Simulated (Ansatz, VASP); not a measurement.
**Two plane-wave programs on Se**

```
CELL_PARAMETERS angstrom
3.94546 0.00000 0.00000
-1.97273 3.41687 0.00000
0.00000 0.00000 5.12099
ATOMIC_POSITIONS crystal
Se 0.25544 0.00000 0.33333
Se 0.00000 0.25544 0.66667
Se 0.74456 0.74456 0.00000
```

Alike in both runs: functional LDA; k mesh 12 × 12 × 8; occupations gaussian, width 0.01 eV; no spin polarisation.

Ansatz relaxed the structure, and its values are those at the end. VASP's run is a single point on that final structure, the one shown.

|  | VASP | Ansatz |
| --- | --- | --- |
| version | VASP 6.6.1 | Ansatz 0.2.0 |
| potentials or method | VASP PAW LDA potentials, release 64 (Se), cutoff 520 eV | scalar-relativistic, plane waves, PAW |
| valence electrons in the cell | 18 | 48 |

|  | VASP | Ansatz | Ansatz less VASP |
| --- | --- | --- | --- |
| gap on the k mesh at the Fermi level (eV) | 0.27 | 0.28 | +0.009 |
| least direct gap on the mesh (eV) | 0.27 | 0.28 | +0.009 |
| pressure (GPa) | 0.2 | 0.0 | -0.25 |
| rms of the force components (eV/Å) | 0.021 | 0.000 | -0.0213 |

Ansatz warns that its potentials were made for another functional, while VASP's fit it. LDA's correlation is that of Perdew and Zunger in VASP and of Perdew and Wang (1992) in Ansatz. VASP's potentials hold 18 valence electrons a cell and Ansatz's 48, so a difference there can come from the potentials and not from the codes.
